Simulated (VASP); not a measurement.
Write the native input for VASP 6.6.1 that does the following.

| Quantity | Value |
| --- | --- |
| Task | single point |
| Functional | BLYP |
| Potentials or basis | VASP PAW PBE potentials, release 64 (Hf_pv, O) |
| Cutoff | 520 eV |
| k mesh | 9 × 9 × 9 |
| Occupations | fermi-dirac, width 0.05 eV |
| Spin | no spin polarisation |
| Dipole correction | no |
| Further INCAR settings | ALGO = Normal; EDIFF = 1e-06; NBANDS = 18 |

The structure of HfO2 lies in POSCAR:

```
HfO2
1.0
    0.0000000000      2.5575000000      2.5575000000
    2.5575000000      0.0000000000      2.5575000000
    2.5575000000      2.5575000000      0.0000000000
Hf O
1 2
Direct
    0.0000000000      0.0000000000      0.0000000000
    0.7500000000      0.7500000000      0.7500000000
    0.2500000000      0.2500000000      0.2500000000
```

One way to write it, as run:

INCAR

```
AGGAC    = 1.0          
AGGAX    = 1.0          
ALDAC    = 0.0          
ALDAX    = 1.0          
ALGO     = Normal         # electronic algorithm
EDIFF    = 1E-6           # SCF threshold, eV
ENCUT    = 520            # plane-wave cutoff, eV
GGA      = B5             # functional
ISIF     = 2              # what is computed and relaxed
ISMEAR   = -1             # smearing method
LASPH    = T              # aspherical terms in the spheres
LCHARG   = T              # write CHGCAR
LELF     = T              # ELF
LREAL    = F              # projectors in reciprocal space
LVHAR    = T            
LWAVE    = F              # write WAVECAR
NBANDS   = 18             # bands
NELM     = 60             # most SCF steps
PREC     = Accurate       # precision mode
SIGMA    = 0.05           # smearing width, eV
```

KPOINTS

```
k-points
0
Gamma
  9 9 9
```

Potentials or basis: VASP PAW PBE potentials, release 64 (Hf_pv, O).

The run is started by

```bash
$ cat potpaw_PBE.64/Hf_pv/POTCAR potpaw_PBE.64/O/POTCAR > POTCAR
$ mpirun -np 1 vasp_std > vasp.out
```

Results of the run:

```yaml
Pressure: 1.1 GPa
Band_gap_on_the_k_mesh: 3.89 eV, indirect (least direct gap 4.02 eV)
```

Caveat: the PAW data sets were made with another functional, which shifts forces and pressure a little; spin-orbit coupling is left out, which moves the levels of the heavy elements.

Run time: 16 s on 1 thread of Intel(R) Xeon(R) 6975P-C (Granite Rapids) (shared host), peak memory 0.16 GiB.
